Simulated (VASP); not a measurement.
A run of VASP 6.6.1:

POSCAR

```
ZnAg
1.0
    3.1560000000      0.0000000000      0.0000000000
    0.0000000000      3.0297600000      0.0000000000
    0.0000000000      0.0000000000      3.1560000000
Zn Ag
1 1
Direct
    0.5000000000      0.5000000000      0.5000000000
    0.0000000000      0.0000000000      0.0000000000
```

File INCAR.step1:

```
PREC = Accurate
ENCUT = 520
ISMEAR = 0
SIGMA = 0.15
LREAL = False
LASPH = True
NELM = 80
NBANDS = 18
GGA = PE
ALGO = Normal
EDIFF = 1E-4
LWAVE = True
LCHARG = False
```

Contents of INCAR.step2:

```
PREC = Accurate
ENCUT = 520
EDIFF = 1E-7
ISMEAR = 0
SIGMA = 0.15
LREAL = False
LASPH = True
NELM = 80
ALGO = Normal
ISIF = 2
LWAVE = False
LCHARG = True
METAGGA = R2SCAN
LMIXTAU = True
LELF = True
LVHAR = True
NBANDS = 18
ISTART = 1
```

Contents of KPOINTS:

```
regular mesh
0
Gamma
  16 16 16
```

Potentials or basis: VASP PAW PBE potentials, release 64 (Zn, Ag).

Run with:

```bash
$ cat potpaw_PBE.64/Zn/POTCAR potpaw_PBE.64/Ag/POTCAR > POTCAR
$ cp INCAR.step1 INCAR
$ mpirun -np 1 vasp_std > vasp.out
$ cp INCAR.step2 INCAR
$ mpirun -np 1 vasp_std > vasp.out
```

Hardware: 1 thread of Intel(R) Xeon(R) 6975P-C (Granite Rapids), with other jobs on the host.

Task: Estimate the wall time of this run.

Result: It took 3.7 min on 1 thread of Intel(R) Xeon(R) 6975P-C (Granite Rapids), with other jobs on the host, peak memory 0.33 GiB. Counts: k points 405.
